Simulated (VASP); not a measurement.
Runs of VASP 6.6.1 on Te5W. The structure is that of space group F-43m (No. 216), or close to it. The cells are those of the table. 

```tsv
task	cell	k mesh	gap on the mesh (eV)	pressure (GPa)	relaxed volume (Å³/atom)
single point	a = 6.164 Å, angles 60.0°, 6 atoms	4 × 4 × 4	none	-0.1	-
single point	a = 6.149 Å, angles 60.0°, 6 atoms	8 × 8 × 8	none	-0.1	-
relaxation of cell and atoms	relaxed from a = 6.385 Å, angles 60.0°, 6 atoms	4 × 4 × 4	none	0.0	(a)
relaxation of cell and atoms	relaxed from a = 6.164 Å, angles 60.0°, 6 atoms	8 × 8 × 8	none	0.0	27.37
single point	a = 6.385 Å, angles 60.0°, 6 atoms	4 × 4 × 4	none	-4.9	-
```

Alike in all rows: level PBE; potentials or basis VASP PAW PBE potentials, release 64 (Te, W_sv); no spin polarisation; cutoff (eV) 500; smearing gaussian 0.1 eV.

Question: Fill in the values left out.

Answer: (a) 27.54.

Caveats: spin-orbit coupling is left out, which moves the levels of the heavy elements.

A k mesh can miss the band edges, and the runs leave out spin-orbit coupling on Te, W.

A gap of «none» marks levels without a gap at the run's occupations.
